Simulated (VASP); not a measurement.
Runs of VASP 6.6.1 on Cu. The structure is that of space group Im-3m (No. 229), or close to it. The cells are those of the table. 

```tsv
cell	gap on the mesh (eV)	pressure (GPa)
a = 2.484 Å, angles 108.7, 108.7, 111.1°, 1 atom	none	3.1
a = 2.471 Å, angles 108.2, 108.2, 112.0°, 1 atom	none	5.8
a = 2.456 Å, angles 109.1, 109.1, 110.2°, 1 atom	none	(a)
a = 2.454 Å, angles 110.5, 110.5, 107.5°, 1 atom	none	(b)
a = 2.469 Å, angles 109.5, 109.5, 109.3°, 1 atom	none	6.2
```

Alike in all rows: task single point; level PBE; potentials or basis VASP PAW PBE potentials, release 64 (Cu); no spin polarisation; k mesh 22 × 22 × 22; cutoff (eV) 520; smearing gaussian 0.15 eV.

Question: Estimate the missing entries.

Answer: (a) 8.7; (b) 9.2.

Caveats: the cell stands under pressure.

A gap of «none» marks levels without a gap at the run's occupations.
